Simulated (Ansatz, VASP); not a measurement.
# FeI2: VASP beside Ansatz

```xyz
6
Lattice="0.0000 3.5712 3.5712 3.5712 0.0000 3.5712 7.1423 7.1423 0.0000" Properties=species:S:1:pos:R:3 pbc="T T T"
Fe    0.0000    0.0000    0.0000
Fe    3.5712    3.5712    0.0000
I     1.7856    1.7856    1.7856
I     5.3568    5.3568    5.3568
I     5.3568    5.3568    1.7856
I     8.9279    8.9279    5.3568
```

Alike in both runs: task single point; functional LDA; k mesh 5 × 5 × 5; occupations gaussian, width 0.05 eV; collinear spin; Hubbard terms Fe d U = 7.0 eV, J = 0.7 eV.

```csv
,VASP,Ansatz
version,VASP 6.6.1,Ansatz 0.2.0
potentials or method,"VASP PAW LDA potentials, release 64 (Fe, I), cutoff 520 eV","scalar-relativistic, plane waves, PAW"
valence electrons in the cell,44,100
```

|  | VASP | Ansatz | Ansatz less VASP |
| --- | --- | --- | --- |
| gap on the k mesh at the Fermi level (eV) | none | none | - |
| pressure (GPa) | -3.2 | -2.8 | +0.42 |
| net moment per atom (μB) | 0.80 | 0.80 | -0.005 |
| size of the moment on the site where the two differ most (μB) | 0.18 | 0.21 | +0.036 |

LDA's correlation is that of Perdew and Zunger in VASP and of Perdew and Wang (1992) in Ansatz. Site moments also hang on the region over which each program counts them. The programs project onto different local orbitals, so the same U acts differently, and such runs can settle in different states. A gap of «none» marks a metal or a gap that the smearing closes. VASP's potentials hold 44 valence electrons a cell and Ansatz's 100, so a difference there can come from the potentials and not from the codes. Ansatz's warnings: filled band counts differ across k points.

Spin-orbit coupling is off throughout.
